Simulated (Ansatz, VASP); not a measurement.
# Ga in VASP and in Ansatz

```xyz
4
Lattice="2.2402 -3.7967 0.0000 2.2402 3.7967 0.0000 0.0000 0.0000 4.4864" Properties=species:S:1:pos:R:3 pbc="T T T"
Ga    2.2402    2.6387    0.3522
Ga    2.2402   -1.1580    1.8910
Ga    2.2402   -2.6387    4.1342
Ga    2.2402    1.1580    2.5954
```

Change from the starting cell: volume scaled by 0.98, PAW files.

Alike in both runs: task electric field gradients; functional PBEsol; k mesh 9 × 9 × 8; occupations fermi-dirac, width 0.05 eV; no spin polarisation.

```csv
,VASP,Ansatz
version,VASP 6.6.1,Ansatz 0.2.0
potentials or method,"VASP PAW PBE potentials, release 64 (Ga_d)","PAW with Ansatz's default frozen-core files, scalar-relativistic"
plane-wave cutoff (eV),520,420
valence electrons in the cell,52,52
```

```csv
,VASP,Ansatz,Ansatz less VASP
pressure (GPa),0.0,0.0,-0.06
"traceless stress, the component that is largest in VASP (GPa)",1.67,1.69,+0.015
rms of the force components (eV/Å),0.258,0.262,+0.0037
size of Vzz on the site where it differs most (V/Å²),52.8,54.8,+1.97
```

VASP's potentials were made for PBE, not for PBEsol. Atom by atom the forces differ by 0.004 eV/Å (rms over components). With one functional, cell and mesh, what is left measures potentials, basis and numerics.
